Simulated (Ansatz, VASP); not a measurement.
## One calculation of Ge, two programs

```xyz
2
Lattice="0.0000 2.8154 2.8856 2.8154 0.0000 2.8856 2.8154 2.8154 0.0000" Properties=species:S:1:pos:R:3 pbc="T T T"
Ge    0.0000    0.0000    0.0000
Ge    1.4077    1.4077    1.4428
```

Alike in both runs: task single point; functional r2SCAN; k mesh 10 × 10 × 10; occupations gaussian, width 0.01 eV; no spin polarisation.

```csv
,VASP,Ansatz
version,VASP 6.6.1,Ansatz 0.2.0
potentials or method,"VASP PAW PBE potentials, release 64 (Ge_d)","scalar-relativistic, plane waves, PAW"
plane-wave cutoff (eV),520,500
valence electrons in the cell,28,28
```

```csv
,VASP,Ansatz,Ansatz less VASP
gap on the k mesh at the Fermi level (eV),0.23,0.27,+0.038
least direct gap on the mesh (eV),0.23,0.27,+0.038
```

VASP's potentials were made for PBE, not for r2SCAN. With one functional, cell and mesh, what is left measures potentials, basis and numerics.
